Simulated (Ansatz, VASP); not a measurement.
# One calculation of NaI, two programs

File INCAR:

```
SYSTEM = NaI
PREC = Accurate ; ENCUT = 520
EDIFF = 1E-6 ; ISMEAR = -1
SIGMA = 0.05 ; LREAL = .False.
LASPH = .True. ; NELM = 80
ALGO = Normal ; ISIF = 2
LWAVE = .False. ; LCHARG = .False.
GGA = PE ; NBANDS = 14
```

Contents of KPOINTS:

```
Automatic mesh
0
Gamma
  10 10 10
  0 0 0
```

POSCAR

```
NaI
1.0
   -0.0358137864      3.5813786433      3.5813786433
    3.5813786433     -0.0358137864      3.5813786433
    3.5455648568      3.5455648568      0.0000000000
Na I
1 1
Direct
    0.0000000000      0.0000000000      0.0000000000
    0.2500000000      0.2500000000      0.2500000000
```

Input for Ansatz:

```yaml
crystal:
  lattice:
    - [-0.0358137864, 3.5813786433, 3.5813786433]
    - [3.5813786433, -0.0358137864, 3.5813786433]
    - [3.5455648568, 3.5455648568, 0.0]
  atoms:
    - { symbol: Na, position: [0.0, 0.0, 0.0] }
    - { symbol: I, position: [0.25, 0.25, 0.25] }
kpoints:
  mp_grid: { grid: [10, 10, 10] }
scf:
  occupations: { method: fermi_dirac, width: 0.05 }
hamiltonian:
  xc: pbe
  pseudopotentials: { kind: all_electron, lapw: { basis_error: 0.001 } }
output:
  forces: true
  stress: true
  eigenvalues: true
```

Change from the starting cell: xy shear strain of -2 %.

Alike in both runs: task single point; functional PBE; k mesh 10 × 10 × 10; occupations fermi-dirac, width 0.05 eV; no spin polarisation.

```csv
,VASP,Ansatz
version,VASP 6.6.1,Ansatz 0.2.0
potentials or method,"VASP PAW PBE potentials, release 64 (Na_pv, I), cutoff 520 eV","all-electron LAPW, scalar-relativistic"
```

|  | VASP | Ansatz | Ansatz less VASP |
| --- | --- | --- | --- |
| gap on the k mesh at the Fermi level (eV) | 3.75 | 3.76 | +0.003 |
| pressure (GPa) | 0.0 | 0.0 | 0.00 |
| traceless stress, the component that is largest in VASP (GPa) | 0.17 | 0.17 | -0.001 |
| rms of the force components (eV/Å) | 0.023 | 0.023 | -0.0002 |

Atom by atom the forces differ by 0.000 eV/Å (rms over components). Ansatz ran all-electron here, and VASP with PAW potentials.

Spin-orbit coupling is off throughout.
